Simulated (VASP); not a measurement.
## Ge: relaxation of cell and atoms with PBEsol+D4

Ge:

```xyz
1
Lattice="1.3971 -2.6005 0.0000 1.3971 2.6005 0.0000 0.0000 0.0000 2.6982" Properties=species:S:1:pos:R:3 pbc="T T T"
Ge    1.3971    0.0000    0.0000
```

```json
{
  "Program": "VASP 6.6.1",
  "Task": "relaxation of cell and atoms",
  "Functional": "PBEsol",
  "Dispersion": "D4",
  "Potentials or basis": "VASP PAW PBE potentials, release 64 (Ge_d)",
  "Cutoff": "600 eV",
  "k mesh": "11 × 11 × 10",
  "Occupations": "fermi-dirac, width 0.05 eV",
  "Spin": "no spin polarisation",
  "Dipole correction": "no",
  "Further INCAR settings": "ALGO = Normal; EDIFF = 1e-06; IBRION = 2; EDIFFG = -0.01; NSW = 60; ISIF = 3"
}
```

```yaml
Relaxed_volume: 17.96 Å³/atom
Relaxed_cell: a = 2.810 Å, b = 2.810 Å, c = 2.649 Å, α = 90.00°, β = 90.00°, γ = 120.86°
Space_group_after_relaxing_to_0.05_Å: Cmmm (No. 65)
Energy_gained_by_relaxing: 36.5 meV/atom
Ionic_steps: 10
Pressure_after_relaxing: 0.0 GPa
Band_gap_on_the_k_mesh: zero (band 7 reaches 13.95 eV, above the bottom of band 8 at 4.46 eV)
Dispersion_energy_per_atom: -0.232 eV
```

Step by step:
```
step  energy change (eV)  largest force (eV/Å)  pressure (GPa)  volume (Å³)
   1              0.0000                0.0000           -5.85        19.61
   2             -0.0325                0.0000            1.60        17.64
   3             -0.0337                0.0000            0.27        17.94
   4             -0.0357                0.0000            0.09        17.95
   5             -0.0363                0.0000            0.02        17.95
   6             -0.0365                0.0000           -0.03        17.96
   7             -0.0365                0.0000            0.00        17.96
   8             -0.0365                0.0000           -0.01        17.96
   9             -0.0365                0.0000           -0.01        17.96
  10             -0.0365                0.0000            0.03        17.96
```

Final structure:
```yaml
crystal:
  lattice:
    - [1.38699, -2.44434, 0.00000]
    - [1.38699, 2.44434, 0.00000]
    - [0.00000, 0.00000, 2.64866]
  atoms:
    - { symbol: Ge, position: [0.50000, 0.50000, 0.00000] }
```

Levels at points of the mesh, in eV from the Fermi level:
```
           k point  band 3  band 4  band 5  band 6  band 7  band 8  band 9  band 10  band 11
(0.00, 0.00, 0.00)  -24.66  -24.49  -24.48  -13.65    6.68    8.72    9.07    10.26    14.32
(0.00, 0.00, 0.50)  -24.57  -24.56  -24.53   -9.63   -6.30   11.79   12.15    17.32    17.84
```

It took 120 s on 1 thread of AMD EPYC 9R45 96-Core Processor (Zen 5), with other jobs on the host, peak memory 0.16 GiB.

Caveat: the PAW data sets were made with another functional, which shifts forces and pressure a little; pairwise dispersion overbinds metals, which lowers pressure and volume.
